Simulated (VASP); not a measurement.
Runs of VASP 6.6.1 on Pd. The structure is that of space group P6_3/mmc (No. 194), or close to it. The cells are those of the table. 

| spin | cell | smearing | gap on the mesh (eV) | pressure (GPa) | moment (μB) |
| --- | --- | --- | --- | --- | --- |
| collinear, ferromagnetic start | a = 2.878, b = 2.878, c = 9.521 Å, angles 90.0, 90.0, 120.0°, 4 atoms | fermi-dirac 0.05 eV | none | -9.0 | 1.63 |
| collinear, ferromagnetic start | a = 2.842, b = 2.842, c = 9.402 Å, angles 90.0, 90.0, 120.0°, 4 atoms | fermi-dirac 0.05 eV | none | -5.1 | 1.60 |
| off | a = 2.733, b = 2.733, c = 9.008 Å, angles 90.0, 90.0, 120.0°, 4 atoms | fermi-dirac 0.1 eV | none | (a) | - |
| off | a = 2.810, b = 2.810, c = 9.262 Å, angles 90.0, 90.0, 120.0°, 4 atoms | fermi-dirac 0.1 eV | none | -0.2 | - |
| off | a = 2.693, b = 2.693, c = 8.875 Å, angles 90.0, 90.0, 120.0°, 4 atoms | fermi-dirac 0.1 eV | none | 26.2 | - |
| off | a = 2.884, b = 2.884, c = 9.503 Å, angles 90.0, 90.0, 120.0°, 4 atoms | fermi-dirac 0.1 eV | none | (b) | - |
| off | a = 2.919, b = 2.919, c = 9.618 Å, angles 90.0, 90.0, 120.0°, 4 atoms | fermi-dirac 0.1 eV | none | -12.0 | - |
| off | a = 2.773, b = 2.773, c = 9.137 Å, angles 90.0, 90.0, 120.0°, 4 atoms | fermi-dirac 0.1 eV | none | 6.4 | - |

Alike in all rows: task single point; level RPBE; potentials or basis VASP PAW PBE potentials, release 64 (Pd); k mesh 14 × 14 × 4; cutoff (eV) 520.

Question: Fill in the values left out.

Answer: (a) 15.0; (b) -9.1.

Caveats: the PAW data sets were made with another functional, which shifts forces and pressure a little.

A k mesh can miss the band edges, and the runs leave out spin-orbit coupling on Pd.

A gap of «none» marks levels without a gap at the run's occupations.
